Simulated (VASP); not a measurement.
Wanted: the native input for a VASP 6.6.1 run.

| Item | Value |
| --- | --- |
| Task | relaxation of cell and atoms |
| Functional | PBE |
| Potentials or basis | VASP PAW PBE potentials, release 64 (Zr_sv, Ti_sv, C) |
| Cutoff | 600 eV |
| k mesh | 6 × 4 × 4 |
| Occupations | gaussian, width 0.2 eV |
| Spin | no spin polarisation |
| Dipole correction | no |
| Further INCAR settings | ALGO = Normal; EDIFF = 1e-06; IBRION = 2; EDIFFG = -0.025; NSW = 80; ISIF = 3 |

The structure of Zr3TiC4 lies in POSCAR:

```
Zr3TiC4
1.0
    0.0344006310     -0.0170543703      3.2263766065
    3.2743687368     -4.5504858482      0.0583922299
    3.3239448332      4.5855515571      0.0102679710
Zr Ti C
3 1 4
Direct
    0.0156667552      0.4649296417      0.4708933374
    0.5282049740      0.5144426411      0.0235065340
    0.5112511178      0.0015196131      0.4899104400
   -0.0370582904     -0.0021486885     -0.0010539233
    0.0171878062      0.7554653454      0.2462071099
    0.5008508141      0.7512410555      0.7792018639
    0.4864990236      0.2285917764      0.2253651577
   -0.0226022005      0.2859586153      0.7659694803
```

One way to write it, as run:

INCAR

```
SYSTEM = Zr3TiC4
PREC = Accurate
ENCUT = 600
EDIFF = 1E-6
ISMEAR = 0
SIGMA = 0.2
LREAL = .False.
LASPH = .True.
NELM = 80
ALGO = Normal
ISIF = 3
LWAVE = .False.
LCHARG = .False.
GGA = PE
IBRION = 2
NSW = 80
EDIFFG = -0.025
```

KPOINTS

```
Automatic mesh
0
Gamma
  6 4 4
  0 0 0
```

Potentials or basis: VASP PAW PBE potentials, release 64 (Zr_sv, Ti_sv, C).

The run is started by

```sh
$ cat potpaw_PBE.64/Zr_sv/POTCAR potpaw_PBE.64/Ti_sv/POTCAR potpaw_PBE.64/C/POTCAR > POTCAR
$ mpirun -np 1 vasp_std > vasp.out
```

Results of the run:

| Property | Result |
| --- | --- |
| Relaxed volume | 12.38 Å³/atom |
| Relaxed cell | a = 3.279 Å, b = 5.660 Å, c = 5.660 Å, α = 109.42°, β = 90.00°, γ = 90.00° |
| Space group after relaxing (to 0.1 Å) | Cmmm (No. 65) |
| Energy gained by relaxing | 202.4 meV/atom |
| Ionic steps | 14 |
| Pressure after relaxing | -0.1 GPa |
| Largest force after relaxing | 0.013 eV/Å |
| Band gap on the k mesh | zero (bands 32 and 33 overlap by 1.28 eV) |

Run time: 43 min on 1 thread of Intel Xeon 8259CL, with other jobs on the host, peak memory 0.41 GiB.
